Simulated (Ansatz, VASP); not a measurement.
## Two plane-wave programs on Si3Ge3N8

```xyz
14
Lattice="7.8205 0.0000 0.0000 -3.9103 6.7728 0.0000 0.0000 0.0000 2.9902" Properties=species:S:1:pos:R:3 pbc="T T T"
Ge   -1.4560    5.6177    1.4951
Ge   -0.2268    2.7029    1.4951
Ge    1.6829    5.2248    1.4951
Si    2.3025    1.6080    0.0000
Si    4.1515    3.9747    0.0000
Si    5.2767    1.1901    0.0000
N     0.0000    4.5152    1.4951
N     3.9103    2.2576    0.0000
N     4.9423    4.4350    1.4951
N    -1.5136    6.6532    0.0000
N     2.6084    4.7570    0.0000
N     1.5085    2.0626    1.4951
N    -1.0948    2.1353    0.0000
N     5.2799    0.2751    1.4951
```

Alike in both runs: task single point; functional PBE; k mesh 6 × 6 × 8; occupations fermi-dirac, width 0.02 eV; no spin polarisation.

|  | VASP | Ansatz |
| --- | --- | --- |
| version | VASP 6.6.1 | Ansatz 0.2.0 |
| potentials or method | VASP PAW PBE potentials, release 64 (Ge_d, Si, N) | plane waves, PAW |
| plane-wave cutoff (eV) | 520 | 420 |
| valence electrons in the cell | 94 | 94 |

```tsv
	VASP	Ansatz	Ansatz less VASP
gap on the k mesh at the Fermi level (eV)	3.28	3.27	-0.012
pressure (GPa)	5.6	6.1	+0.48
rms of the force components (eV/Å)	0.042	0.051	+0.0094
```
